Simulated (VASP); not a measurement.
Here is a VASP 6.6.1 calculation.

POSCAR

```
GaN
1.0
    3.1004996690      0.0000000000      0.0000000000
   -1.5502498345      2.6851114777      0.0000000000
    0.0000000000      0.0000000000      5.2951500000
Ga N
2 2
Direct
    0.3333333333      0.6666666667      0.0000000000
    0.6666666667      0.3333333333      0.5000000000
    0.3333333333      0.6666666667      0.3750000000
    0.6666666667      0.3333333333      0.8750000000
```

Contents of INCAR.step1:

```
SYSTEM = GaN
PREC     = Accurate       ! precision mode
ENCUT    = 520            ! plane-wave cutoff, eV
ISMEAR   = 0              ! smearing method
SIGMA    = 0.05           ! smearing width, eV
LREAL    = .FALSE.        ! projectors in reciprocal space
LASPH    = .TRUE.         ! aspherical terms in the spheres
NELM     = 80             ! most SCF steps
NBANDS   = 26             ! bands
GGA      = PE             ! functional
ALGO     = Normal         ! electronic algorithm
EDIFF    = 1E-4           ! SCF threshold, eV
LWAVE    = .TRUE.         ! write WAVECAR
LCHARG   = .FALSE.        ! write CHGCAR
```

INCAR.step2

```
SYSTEM = GaN
PREC     = Accurate       ! precision mode
ENCUT    = 520            ! plane-wave cutoff, eV
EDIFF    = 1E-7           ! SCF threshold, eV
ISMEAR   = 0              ! smearing method
SIGMA    = 0.05           ! smearing width, eV
LREAL    = .FALSE.        ! projectors in reciprocal space
LASPH    = .TRUE.         ! aspherical terms in the spheres
NELM     = 80             ! most SCF steps
ALGO     = Normal         ! electronic algorithm
ISIF     = 2              ! what is computed and relaxed
LWAVE    = .FALSE.        ! write WAVECAR
LCHARG   = .TRUE.         ! write CHGCAR
METAGGA  = R2SCAN         ! meta-GGA
LMIXTAU  = .TRUE.       
LELF     = .TRUE.         ! ELF
LVHAR    = .TRUE.       
NBANDS   = 26             ! bands
ISTART   = 1
```

File KPOINTS:

```
regular mesh
0
G
  12 12 6
  0 0 0
```

Potentials or basis: VASP PAW PBE potentials, release 64 (Ga_d, N).

Run with:

```console
$ cat potpaw_PBE.64/Ga_d/POTCAR potpaw_PBE.64/N/POTCAR > POTCAR
$ cp INCAR.step1 INCAR
$ mpirun -np 1 vasp_std > vasp.out
$ cp INCAR.step2 INCAR
$ mpirun -np 1 vasp_std > vasp.out
```

Problem. Estimate the largest force.

Solution. 0.409 eV/Å.

Problem. Predict the pressure.

Solution. 8.3 GPa.

Forces in eV/Å, atoms in the order of the input:
```
Ga   0.000  0.000  0.409
Ga   0.000  0.000  0.409
N    0.000  0.000 -0.409
N    0.000  0.000 -0.409
```

Caveat: the cell differs from its parent crystal (strain -0.025 along x and y, +0.025 along z); the stress differs along the axes, from -5 to 15 GPa; the PAW data sets were made with another functional, which shifts forces and pressure a little.
